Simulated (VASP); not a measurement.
# Ca (I4/mmm) in VASP: further runs

Runs on Ca. Level: PBEsol. Tasks: single point.

Program: VASP 6.6.1. These are calculated values, not measurements. Logs are shortened: lines on timing, memory, paths and dates and some standing lists are left out, and cuts for length are marked.

## 1. The cell of the first run

It takes space group I4/mmm (No. 139, tetragonal). Conventional cell: a = 3.833 Å, b = 3.833 Å, c = 5.588 Å, α = 90.00°, β = 90.00°, γ = 90.00°. Ca (site symmetry 4/mmm) has 12 Ca at 3.83 to 3.89 Å within 5.0 Å.

## 2. Single point, PBEsol (strain -0.030 along x and y, +0.000 along z)

INCAR reads:

```
SYSTEM = Ca
PREC = Accurate
ENCUT = 520
EDIFF = 1E-7
ISMEAR = 0
SIGMA = 0.15
LREAL = .FALSE.
LASPH = .TRUE.
NELM = 60
ALGO = Normal
ISIF = 2
LWAVE = .FALSE.
LCHARG = .FALSE.
GGA = PS
NBANDS = 11
```

KPOINTS reads:

```
regular mesh
0
G
  14 14 14
  0 0 0
```

POSCAR reads:

```
Ca
1.0
    0.0000000000      2.7103740000      2.7942000000
    2.7103740000      0.0000000000      2.7942000000
    2.7103740000      2.7103740000      0.0000000000
Ca
1
Direct
    0.0000000000      0.0000000000      0.0000000000
```

Potentials or basis: VASP PAW PBE potentials, release 64 (Ca_sv).

The run is started by

```sh
cat potpaw_PBE.64/Ca_sv/POTCAR > POTCAR
mpirun -np 1 vasp_std > vasp.out
```

OUTCAR:

```text
SYSTEM = Ca
   PREC = Accurate
   ENCUT = 520
   EDIFF = 1E-7
   ISMEAR = 0
   LREAL = .FALSE.
   LASPH = .TRUE.
   NELM = 60
   ISIF = 2
   GGA = PS

 ion  position               nearest neighbor table
   1  0.000  0.000  0.000-

  LATTYP: Found a body centered tetragonal cell.
 ALAT       =     3.8330476699
 C/A-ratio  =     1.4579521262

  Lattice vectors:

 A1 = (  -2.7103740000,   0.0000000000,   2.7942000000)
 A2 = (   2.7103740000,   0.0000000000,   2.7942000000)
 A3 = (   0.0000000000,   2.7103740000,  -2.7942000000)

Analysis of symmetry for initial positions (statically):
=====================================================================
 Subroutine PRICEL returns:
 Original cell was already a primitive cell.

 Routine SETGRP: Setting up the symmetry group for a
 body centered tetragonal supercell.

 Subroutine GETGRP returns: Found 16 space group operations
 (whereof 16 operations were pure point group operations)
 out of a pool of 16 trial point group operations.

The static configuration has the point symmetry D_4h.

Analysis of symmetry for dynamics (positions and initial velocities):
=====================================================================
 Subroutine PRICEL returns:
 Original cell was already a primitive cell.

 Routine SETGRP: Setting up the symmetry group for a
 body centered tetragonal supercell.

 Subroutine GETGRP returns: Found 16 space group operations
 (whereof 16 operations were pure point group operations)
 out of a pool of 16 trial point group operations.

The dynamic configuration has the point symmetry D_4h.

 Subroutine INISYM returns: Found 16 space group operations
 (whereof 16 operations are pure point group operations),
 and found     1 'primitive' translations

----------------------------------------------------------------------------------------

                                     Primitive cell

  volume of cell :      41.0531

  direct lattice vectors                    reciprocal lattice vectors
     0.000000000  2.710374000  2.794200000    -0.184476386  0.184476386  0.178942094
     2.710374000  0.000000000  2.794200000     0.184476386 -0.184476386  0.178942094
     2.710374000  2.710374000  0.000000000     0.184476386  0.184476386 -0.178942094

  length of vectors
     3.892772901  3.892772901  3.833047670     0.316359522  0.316359522  0.316359522

  position of ions in fractional coordinates (direct lattice)
     0.000000000  0.000000000  0.000000000

  ion indices of the primitive-cell ions
   primitive index   ion index
                 1           1

----------------------------------------------------------------------------------------

 KPOINTS: regular mesh

Automatic generation of k-mesh.
 Grid dimensions read from file:
 generate k-points for:   14   14   14

 Generating k-lattice:

  Cartesian coordinates                     Fractional coordinates (reciprocal lattice)
    -0.013176885  0.013176885  0.012781578     0.071428571 -0.000000000  0.000000000
     0.013176885 -0.013176885  0.012781578    -0.000000000  0.071428571  0.000000000
     0.013176885  0.013176885 -0.012781578     0.000000000  0.000000000  0.071428571

  Length of vectors
     0.022597109  0.022597109  0.022597109

  Shift w.r.t. Gamma in fractional coordinates (k-lattice)
     0.000000000  0.000000000  0.000000000

 Subroutine IBZKPT returns following result:
 ===========================================

 Found    244 irreducible k-points:

 Following reciprocal coordinates:
            Coordinates               Weight
  0.000000  0.000000  0.000000      1.000000
  0.071429  0.000000  0.000000      8.000000
  0.142857  0.000000  0.000000      8.000000
  0.214286  0.000000  0.000000      8.000000
  0.285714  0.000000  0.000000      8.000000
  0.357143 -0.000000  0.000000      8.000000
[... 16 lines left out ...]
  0.214286  0.142857  0.000000      8.000000
  0.285714  0.142857  0.000000      8.000000
 [... further k-points ...]
   k-points           NKPTS =    244   k-points in BZ     NKDIM =    244   number of bands    NBANDS=     11
   number of dos      NEDOS =    301   number of ions     NIONS =      1
   total plane-waves  NPLWV =  27000
   dimension x,y,z NGX =    30 NGY =   30 NGZ =   30
   dimension x,y,z NGXF=    60 NGYF=   60 NGZF=   60
   ions per type =               1
   NGX,Y,Z   is equivalent  to a cutoff of  12.81, 12.81, 13.01 a.u.
   NGXF,Y,Z  is equivalent  to a cutoff of  25.62, 25.62, 26.02 a.u.
 SYSTEM =  Ca
   PREC   = accura    normal or accurate (medium, high low for compatibility)
   ISTART =      0    job   : 0-new  1-cont  2-samecut
   ICHARG =      2    charge: 1-file 2-atom 10-const
   ISPIN  =      1    spin polarized calculation?
   LNONCOLLINEAR =      F non collinear calculations
   LSORBIT =      F    spin-orbit coupling
   LASPH  =      T    aspherical Exc in radial PAW
   ENCUT  =  520.0 eV  38.22 Ry    6.18 a.u.   7.24  7.24  7.13*2*pi/ulx,y,z
   NELM   =     60;   NELMIN=  2; NELMDL= -5     # of ELM steps
   EDIFF  = 0.1E-06   stopping-criterion for ELM
   LREAL  =      F    real-space projection
   EDIFFG = 0.1E-05   stopping-criterion for IOM
   NSW    =      0    number of steps for IOM
   IBRION =     -1    ionic relax: 0-MD 1-quasi-New 2-CG
   NFREE  =      0    steps in history (QN), initial steepest desc. (CG)
   ISIF   =      2    stress and relaxation
   ISYM   =      2    0-nonsym 1-usesym 2-fastsym
   POTIM  = 0.5000    time-step for ionic-motion
   TEBEG  =    0.0;   TEEND  =   0.0 temperature during run
   PSTRESS=    0.0 pullay stress
   NELECT =      10.0000    total number of electrons
   NUPDOWN=      -1.0000    fix difference up-down
   EMIN   =  10.00;   EMAX   =-10.00  energy-range for DOS
   EFERMI =   0.00;   METHOD = LEGACY
   ISMEAR =     0;   SIGMA  =   0.15  broadening in eV -4-tet -1-fermi 0-gaus
   EFERMI_NEDOS =   21; number of points for ismear=-14 and -15
   IALGO  =     38    algorithm
   IMIX   =      4    mixing-type and parameters
     AMIX     =   0.40;   BMIX     =  1.00
     AMIX_MAG =   1.60;   BMIX_MAG =  1.00
  volume/ion in A,a.u.               =      41.05       277.04
  Fermi-wavevector in a.u.,A,eV,Ry     =   1.022413  1.932080 14.222544  1.045327
  Thomas-Fermi vector in A             =   2.156091
   LORBIT       =      0    0 simple, 1 ext, 2 COOP (PROOUT), +10 PAW based schemes
   GGA     = PS    functional components
   LHFCALC =     F    Hartree Fock is set to
   AEXX    =    0.0000 exact exchange contribution
   IVDW    =     0    specifies the selected vdW correction
   LEPSILON=     F    determine dielectric tensor
   LRPA    =     F    only Hartree local field effects (RPA)
 non-spin polarized calculation
 Gauss-broadening in eV      SIGMA  =   0.15
  energy-cutoff  :      520.00
  volume of cell :       41.05
 maximum number of plane-waves:      1126
 NGX is ok and might be reduce to    30
   NGX = 15   NGY = 15   NGZ = 15

 number of electron      10.0000001 magnetization

 Free energy of the ion-electron system (eV)
  ---------------------------------------------------
  ext. energy  EPLUGINS =         0.00000000
  ---------------------------------------------------
  free energy    TOTEN  =        -2.14074893 eV

  energy without entropy =       -2.12586013  energy(sigma->0) =       -2.13330453

 E-fermi :   1.9971     XC(G=0):  -7.8980

 val. band max:        1.9818792268   @ k =  -0.2857   0.3571   0.2143
 cond. band min:       1.9979338989   @ k =  -0.3571  -0.0000   0.3571
 fundamental gap:      0.0160546721
 Fermi energy:         1.9970655999

 k-point     1 :       0.0000    0.0000    0.0000
  band No.  band energies     occupation
      1     -39.7781      2.00000
      2     -20.7685      2.00000
      3     -20.7653      2.00000
      4     -20.7653      2.00000
      5      -2.0838      2.00000
      6       4.2685      0.00000
      7       4.4125      0.00000
      8       4.4125      0.00000
      9       5.3773      0.00000
     10       5.5680      0.00000
     11      11.2549      0.00000

 k-point     2 :       0.0714    0.0000    0.0000
  band No.  band energies     occupation
      1     -39.7773      2.00000
      2     -20.7745      2.00000
      3     -20.7684      2.00000
      4     -20.7662      2.00000
      5      -1.9942      2.00000
      6       4.2333      0.00000
      7       4.3834      0.00000
      8       4.4483      0.00000
      9       5.3505      0.00000
     10       5.5333      0.00000
     11      11.3705      0.00000

 k-point     3 :       0.1429    0.0000    0.0000
  band No.  band energies     occupation
      1     -39.7751      2.00000
      2     -20.7963      2.00000
      3     -20.7722      2.00000
      4     -20.7687      2.00000
      5      -1.7299      2.00000
      6       3.9973      0.00000
      7       4.4282      0.00000
      8       4.5329      0.00000
      9       5.3102      0.00000
     10       5.4636      0.00000
     11      11.2530      0.00000

 k-point     4 :       0.2143    0.0000    0.0000
  band No.  band energies     occupation
      1     -39.7719      2.00000
      2     -20.8278      2.00000
      3     -20.7772      2.00000
      4     -20.7724      2.00000
      5      -1.3054      2.00000
      6       3.6318      0.00000
      7       4.4508      0.00000
      8       4.5897      0.00000
      9       5.3648      0.00000
     10       5.4603      0.00000
     11      10.1362      0.00000
[... 239 lines left out ...]
 k-point    22 :       0.1429    0.1429    0.0000
  band No.  band energies     occupation
      1     -39.7744      2.00000
      2     -20.7968      2.00000
      3     -20.7750      2.00000
      4     -20.7750      2.00000
      5      -1.6321      2.00000
      6       3.8603      0.00000
      7       4.6135      0.00000
      8       4.6135      0.00000
      9       4.8999      0.00000
     10       5.6780      0.00000
     11      11.8337      0.00000

 k-point    23 :       0.2143    0.1429    0.0000
  band No.  band energies     occupation
      1     -39.7722      2.00000
      2     -20.8159      2.00000
      3     -20.7800      2.00000
      4     -20.7798      2.00000
      5      -1.3294      2.00000
      6       3.6496      0.00000
      7       4.5273      0.00000
      8       4.7159      0.00000
      9       4.8859      0.00000
     10       5.7266      0.00000
     11      11.1690      0.00000

 k-point    24 :       0.2857    0.1429    0.0000
  band No.  band energies     occupation
      1     -39.7691      2.00000
      2     -20.8427      2.00000
      3     -20.7866      2.00000
      4     -20.7845      2.00000
      5      -0.8761      2.00000
      6       3.3746      0.00000
      7       4.2470      0.00000
      8       4.7654      0.00000
      9       5.1489      0.00000
     10       5.8227      0.00000
     11       9.9556      0.00000

 [... further k-points ...]
[... 5 lines left out ...]
  --------------------------------------------------------------------------------------
  -------------------------------------------------------------------------------------
  Total       -0.0263516     -0.0263516     -0.0991783      0.0000000      0.0000000     -0.0000000
  in kB       -1.0284231     -1.0284231     -3.8706250      0.0000000      0.0000000     -0.0000000
  external PRESSURE =      -1.9758237 kB  Pullay stress =       0.0000000 kB

 VOLUME and BASIS-vectors are now :
 -----------------------------------------------------------------------------
  energy-cutoff  :      520.00
  volume of cell :       41.05
      direct lattice vectors                 reciprocal lattice vectors
     0.000000000  2.710374000  2.794200000    -0.184476386  0.184476386  0.178942094
     2.710374000  0.000000000  2.794200000     0.184476386 -0.184476386  0.178942094
     2.710374000  2.710374000  0.000000000     0.184476386  0.184476386 -0.178942094

 POSITION                                       TOTAL-FORCE (eV/Angst)
 -----------------------------------------------------------------------------------
      0.00000      0.00000      0.00000        -0.000000      0.000000      0.000000
 -----------------------------------------------------------------------------------
    total drift:                               -0.000000     -0.000000      0.000000

  FREE ENERGIE OF THE ION-ELECTRON SYSTEM (eV)
  ---------------------------------------------------
  free  energy   TOTEN  =        -2.1407489327 eV

  energy  without entropy=       -2.1258601306  energy(sigma->0) =       -2.13330453
```

Wall time 1.8 min (1 thread of Intel Xeon Platinum 8259CL at 2.50GHz (Skylake/Cascade Lake), shared host); peak memory 0.24 GiB.

Results:

```yaml
Free_energy: -2.1407 eV
Pressure: -0.2 GPa
Band_gap_on_the_k_mesh: zero (band 5 reaches 2.15 eV, above the bottom of band 6 at 1.87 eV)
```

Caveat: the cell differs from its parent crystal (strain -0.030 along x and y, +0.000 along z); the PAW data sets were made with another functional, which shifts forces and pressure a little.

## 3. Single point, PBEsol (strain -0.030 along x and y, +0.015 along z)

INCAR reads:

```
SYSTEM = Ca
  ALGO = Normal
  EDIFF = 1E-6
  ENCUT = 520
  GGA = PS
  ISIF = 2
  ISMEAR = 0
  LASPH = .TRUE.
  LCHARG = .TRUE.
  LELF = .TRUE.
  LREAL = .FALSE.
  LVHAR = .TRUE.
  LWAVE = .FALSE.
  NBANDS = 11
  NELM = 100
  PREC = Accurate
  SIGMA = 0.15
```

KPOINTS reads:

```
k-points
0
G
  14 14 14
  0 0 0
```

POSCAR reads:

```
Ca
1.0
    0.0000000000      2.7103740000      2.8361130000
    2.7103740000      0.0000000000      2.8361130000
    2.7103740000      2.7103740000      0.0000000000
Ca
1
Direct
    0.0000000000      0.0000000000      0.0000000000
```

Potentials or basis: VASP PAW PBE potentials, release 64 (Ca_sv).

The run is started by

```sh
cat potpaw_PBE.64/Ca_sv/POTCAR > POTCAR
mpirun -np 1 vasp_std > vasp.out
```

Run time: 89 s. Hardware: 1 thread of Intel Xeon Platinum 8259CL at 2.50GHz (Skylake/Cascade Lake), shared host; peak memory 0.25 GiB.

It converged, with:

* Free energy: -2.1387 eV
* Pressure: -0.5 GPa
* Band gap on the k mesh: zero (band 5 reaches 2.11 eV, above the bottom of band 6 at 1.80 eV)

Stress tensor (GPa, compression positive):
```
-0.32  0.00  0.00
 0.00 -0.32  0.00
 0.00  0.00 -0.76
```

Levels at points of the mesh, in eV from the Fermi level:
| k point | band 3 | band 4 | band 5 | band 6 | band 7 | band 8 |
| --- | --- | --- | --- | --- | --- | --- |
| (0.00, 0.00, 0.00) | -22.80 | -22.80 | -4.05 | 2.21 | 2.42 | 2.42 |
| (0.50, 0.00, 0.00) | -22.83 | -22.82 | -1.00 | -0.14 | 2.10 | 2.36 |
| (0.50, 0.50, 0.00) | -22.85 | -22.85 | -0.57 | 0.62 | 0.70 | 4.15 |
| (0.50, 0.00, 0.50) | -22.87 | -22.85 | -0.43 | 0.54 | 1.14 | 4.11 |

Caveat: the cell differs from its parent crystal (strain -0.030 along x and y, +0.015 along z); the PAW data sets were made with another functional, which shifts forces and pressure a little.

[end of part 1 of 2]
